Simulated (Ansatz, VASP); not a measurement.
**Two plane-wave programs on Ta**

File INCAR:

```
SYSTEM = Ta
  ALGO = Fast
  EDIFF = 1E-6
  ENCUT = 520
  GGA = PE
  ISIF = 2
  ISMEAR = 0
  LASPH = .TRUE.
  LCHARG = .TRUE.
  LELF = .TRUE.
  LREAL = .FALSE.
  LVHAR = .TRUE.
  LWAVE = .FALSE.
  NBANDS = 18
  NELM = 100
  PREC = Accurate
  SIGMA = 0.15
```

KPOINTS

```
k-points
0
G
  21 21 10
  0 0 0
```

File POSCAR:

```
Ta
1.0
    3.0618276416      0.0000000000      0.0000000000
   -1.5309138208      2.6516205196      0.0000000000
    0.0000000000      0.0000000000      4.6357860716
Ta
2
Direct
    0.6666666667      0.3333333333      0.7500000000
    0.3333333333      0.6666666667      0.2500000000
```

Input for Ansatz:

```yaml
crystal:
  lattice:
    - [3.0618276416, 0.0, 0.0]
    - [-1.5309138208, 2.6516205196, 0.0]
    - [0.0, 0.0, 4.6357860716]
  atoms:
    - { symbol: Ta, position: [0.6666666667, 0.3333333333, 0.75] }
    - { symbol: Ta, position: [0.3333333333, 0.6666666667, 0.25] }
basis:
  ecutwfc: 420
kpoints:
  mp_grid: { grid: [21, 21, 10] }
hamiltonian:
  xc: pbe
scf:
  occupations: { method: gaussian, width: 0.15 }
output:
  forces: true
  stress: true
  eigenvalues: true
```

Alike in both runs: task single point; functional PBE; k mesh 21 × 21 × 10; occupations gaussian, width 0.15 eV; no spin polarisation.

|  | VASP | Ansatz |
| --- | --- | --- |
| version | VASP 6.6.1 | Ansatz 0.2.0 |
| potentials or method | VASP PAW PBE potentials, release 64 (Ta_pv), cutoff 520 eV | scalar-relativistic, plane waves, PAW |
| valence electrons in the cell | 22 | 26 |

|  | VASP | Ansatz | Ansatz less VASP |
| --- | --- | --- | --- |
| gap on the k mesh at the Fermi level (eV) | none | none | - |
| pressure (GPa) | -0.3 | -0.3 | -0.04 |
| traceless stress, the component that is largest in VASP (GPa) | 8.13 | 8.11 | -0.014 |

A gap of «none» marks a metal or a gap that the smearing closes. With one functional, cell and mesh, what is left measures potentials, basis and numerics. VASP's potentials hold 22 valence electrons a cell and Ansatz's 26, so a difference there can come from the potentials and not from the codes.

Neither program's run includes spin-orbit coupling.
